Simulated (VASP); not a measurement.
# InBS3 (Pm-3m) in VASP: density of states with PBE

Aim: the density of states of InBS3 with PBE.

Everything below comes from runs of VASP 6.6.1. Logs are shortened: lines on timing, memory, paths and dates and some standing lists are left out, and cuts for length are marked.

### 1 The cell of the first run

It takes space group Pm-3m (No. 221, cubic). Conventional cell: a = 5.034 Å, b = 5.034 Å, c = 5.034 Å, α = 90.00°, β = 90.00°, γ = 90.00°. Within 3.3 Å of In (site symmetry m-3m) lie 6 S at 2.52 Å. Within 4.7 Å of B (site symmetry m-3m) lie 12 S at 3.56 Å and 8 In at 4.36 Å. Within 3.3 Å of S (site symmetry 4/mmm) lie 2 In at 2.52 Å.

### 2 Density of states, PBE

Contents of POSCAR:

```
InBS3
1.0
    5.0337197686      0.0000000000      0.0000000000
    0.0000000000      5.0337197686      0.0000000000
    0.0000000000      0.0000000000      5.0337197686
In B S
1 1 3
Direct
    0.0000000000      0.0000000000      0.0000000000
    0.5000000000      0.5000000000      0.5000000000
    0.0000000000      0.0000000000      0.5000000000
    0.0000000000      0.5000000000      0.0000000000
    0.5000000000      0.0000000000      0.0000000000
```

Contents of INCAR.step1:

```
SYSTEM = InBS3
PREC = Accurate ; ENCUT = 520
EDIFF = 1E-7 ; ISMEAR = 0
SIGMA = 0.1 ; LREAL = .FALSE.
LASPH = .TRUE. ; NELM = 100
ALGO = Normal ; ISIF = 2
LWAVE = .FALSE. ; LCHARG = .TRUE.
GGA = PE ; NBANDS = 25
```

Contents of KPOINTS.step1:

```
regular mesh
0
G
  8 8 8
  0 0 0
```

Contents of INCAR.step2:

```
SYSTEM = InBS3
PREC = Accurate ; ENCUT = 520
EDIFF = 1E-7 ; ISMEAR = -5
SIGMA = 0.1 ; LREAL = .FALSE.
LASPH = .TRUE. ; NELM = 100
ALGO = Normal ; ISIF = 2
LWAVE = .FALSE. ; LCHARG = .FALSE.
GGA = PE ; LORBIT = 11
NBANDS = 25 ; NEDOS = 2001
ICHARG = 11
```

Contents of KPOINTS.step2:

```
regular mesh
0
G
  12 12 12
  0 0 0
```

Potentials or basis: VASP PAW PBE potentials, release 64 (In_d, B, S).

Started as:

```sh
> cat potpaw_PBE.64/In_d/POTCAR potpaw_PBE.64/B/POTCAR potpaw_PBE.64/S/POTCAR > POTCAR
> cp INCAR.step1 INCAR
> cp KPOINTS.step1 KPOINTS
> mpirun -np 1 vasp_std > vasp.out
> cp INCAR.step2 INCAR
> cp KPOINTS.step2 KPOINTS
> mpirun -np 1 vasp_std > vasp.out
```

OUTCAR:

```text
SYSTEM = InBS3
   PREC = Accurate
   ENCUT = 520
   EDIFF = 1E-7
   ISMEAR = -5
   LREAL = .FALSE.
   LASPH = .TRUE.
   NELM = 100
   ISIF = 2
   GGA = PE
   LORBIT = 11
   ICHARG = 11

 ion  position               nearest neighbor table
   1  0.000  0.000  0.000-   3 2.52   4 2.52   5 2.52   3 2.52   4 2.52   5 2.52
   2  0.500  0.500  0.500-
   3  0.000  0.000  0.500-   1 2.52   1 2.52
   4  0.000  0.500  0.000-   1 2.52   1 2.52
   5  0.500  0.000  0.000-   1 2.52   1 2.52

  LATTYP: Found a simple cubic cell.
 ALAT       =     5.0337197686

  Lattice vectors:

 A1 = (   5.0337197686,   0.0000000000,   0.0000000000)
 A2 = (   0.0000000000,   5.0337197686,   0.0000000000)
 A3 = (   0.0000000000,   0.0000000000,   5.0337197686)

Analysis of symmetry for initial positions (statically):
=====================================================================
 Subroutine PRICEL returns:
 Original cell was already a primitive cell.

 Routine SETGRP: Setting up the symmetry group for a
 simple cubic supercell.

 Subroutine GETGRP returns: Found 48 space group operations
 (whereof 48 operations were pure point group operations)
 out of a pool of 48 trial point group operations.

The static configuration has the point symmetry O_h .

Analysis of symmetry for dynamics (positions and initial velocities):
=====================================================================
 Subroutine PRICEL returns:
 Original cell was already a primitive cell.

 Routine SETGRP: Setting up the symmetry group for a
 simple cubic supercell.

 Subroutine GETGRP returns: Found 48 space group operations
 (whereof 48 operations were pure point group operations)
 out of a pool of 48 trial point group operations.

The dynamic configuration has the point symmetry O_h .

 Subroutine INISYM returns: Found 48 space group operations
 (whereof 48 operations are pure point group operations),
 and found     1 'primitive' translations

----------------------------------------------------------------------------------------

                                     Primitive cell

  volume of cell :     127.5461

[... 95 lines left out ...]
   NELM   =    100;   NELMIN=  2; NELMDL=  0     # of ELM steps
   EDIFF  = 0.1E-06   stopping-criterion for ELM
   LREAL  =      F    real-space projection
   EDIFFG = 0.1E-05   stopping-criterion for IOM
   NSW    =      0    number of steps for IOM
   IBRION =     -1    ionic relax: 0-MD 1-quasi-New 2-CG
   NFREE  =      0    steps in history (QN), initial steepest desc. (CG)
   ISIF   =      2    stress and relaxation
   ISYM   =      2    0-nonsym 1-usesym 2-fastsym
   POTIM  = 0.5000    time-step for ionic-motion
   TEBEG  =    0.0;   TEEND  =   0.0 temperature during run
   PSTRESS=    0.0 pullay stress
   NELECT =      34.0000    total number of electrons
   NUPDOWN=      -1.0000    fix difference up-down
   EMIN   =  10.00;   EMAX   =-10.00  energy-range for DOS
   EFERMI =   0.00;   METHOD = LEGACY
   ISMEAR =    -5;   SIGMA  =   0.10  broadening in eV -4-tet -1-fermi 0-gaus
   EFERMI_NEDOS =   21; number of points for ismear=-14 and -15
   IALGO  =     38    algorithm
   IMIX   =      4    mixing-type and parameters
     AMIX     =   0.40;   BMIX     =  1.00
     AMIX_MAG =   1.60;   BMIX_MAG =  1.00
  volume/ion in A,a.u.               =      25.51       172.14
  Fermi-wavevector in a.u.,A,eV,Ry     =   1.053607  1.991029 15.103669  1.110088
  Thomas-Fermi vector in A             =   2.188735
   LORBIT       =     11    0 simple, 1 ext, 2 COOP (PROOUT), +10 PAW based schemes
   GGA     = PE    functional components
   LHFCALC =     F    Hartree Fock is set to
   AEXX    =    0.0000 exact exchange contribution
   IVDW    =     0    specifies the selected vdW correction
   LEPSILON=     F    determine dielectric tensor
   LRPA    =     F    only Hartree local field effects (RPA)
 non-spin polarized calculation
 Fermi weights with tetrahedron method with Bloechl corrections
  energy-cutoff  :      520.00
  volume of cell :      127.55
 maximum number of plane-waves:      3468
 NGX is ok and might be reduce to    40

 number of electron      34.0000011 magnetization

 Free energy of the ion-electron system (eV)
  ---------------------------------------------------
  ext. energy  EPLUGINS =         0.00000000
  ---------------------------------------------------
  free energy    TOTEN  =       -14.80900676 eV

  energy without entropy =      -14.80900676  energy(sigma->0) =      -14.80900676

 E-fermi :   1.8327     XC(G=0):  -8.6364

 val. band max:        1.9214820107   @ k =   0.5000   0.5000   0.5000
 cond. band min:       1.6509969969   @ k =   0.0000   0.0000   0.0000
 fundamental gap:     -0.2704850138
 Fermi energy:         1.8326803825

 k-point     1 :       0.0000    0.0000    0.0000
  band No.  band energies     occupation
      1     -12.3450      2.00000
      2     -12.3450      2.00000
      3     -11.7256      2.00000
      4     -11.7256      2.00000
      5     -11.7256      2.00000
      6     -10.8169      2.00000
[... 661 lines left out ...]
     24       9.4420      0.00000
     25      10.2183      0.00000

 [... further k-points ...]
[... 5 lines left out ...]
  --------------------------------------------------------------------------------------
  -------------------------------------------------------------------------------------
  Total       -0.1419115     -0.1419115     -0.1419115      0.0000000     -0.0000000      0.0000000
  in kB       -1.7826290     -1.7826290     -1.7826290      0.0000000     -0.0000000      0.0000000
  external PRESSURE =      -1.7826290 kB  Pullay stress =       0.0000000 kB

 VOLUME and BASIS-vectors are now :
 -----------------------------------------------------------------------------
  energy-cutoff  :      520.00
  volume of cell :      127.55
      direct lattice vectors                 reciprocal lattice vectors
     5.033719769  0.000000000  0.000000000     0.198660245  0.000000000  0.000000000
     0.000000000  5.033719769  0.000000000     0.000000000  0.198660245  0.000000000
     0.000000000  0.000000000  5.033719769     0.000000000  0.000000000  0.198660245

 POSITION                                       TOTAL-FORCE (eV/Angst)
 -----------------------------------------------------------------------------------
      0.00000      0.00000      0.00000         0.000000      0.000000      0.000000
      2.51686      2.51686      2.51686         0.000000      0.000000      0.000000
      0.00000      0.00000      2.51686         0.000000      0.000000      0.000000
      0.00000      2.51686      0.00000         0.000000      0.000000      0.000000
      2.51686      0.00000      0.00000         0.000000      0.000000      0.000000
 -----------------------------------------------------------------------------------
    total drift:                               -0.000000      0.000000     -0.000000

  FREE ENERGIE OF THE ION-ELECTRON SYSTEM (eV)
  ---------------------------------------------------
  free  energy   TOTEN  =       -14.8090067591 eV

  energy  without entropy=      -14.8090067591  energy(sigma->0) =      -14.80900676

 total charge

# of ion       s       p       d       tot
------------------------------------------
    1        0.741   0.691   9.987  11.419
    2        1.012   0.207   0.000   1.219
    3        1.371   2.260   0.000   3.631
    4        1.371   2.260   0.000   3.631
    5        1.371   2.260   0.000   3.631
--------------------------------------------------
tot          5.866   7.679   9.987  23.532
```

Run time: 2.7 min. Hardware: 1 thread of Intel Xeon Platinum 8488C (Sapphire Rapids), shared host; peak memory 0.4 GiB.

Results:

| Item | Value |
| --- | --- |
| Valence electrons inside the program's atomic spheres | In 11.42; B 1.22; S 3.63 |

Caveat: spin-orbit coupling is left out, which moves the levels of the heavy elements; tetrahedron occupations give inexact forces and stress in metals.
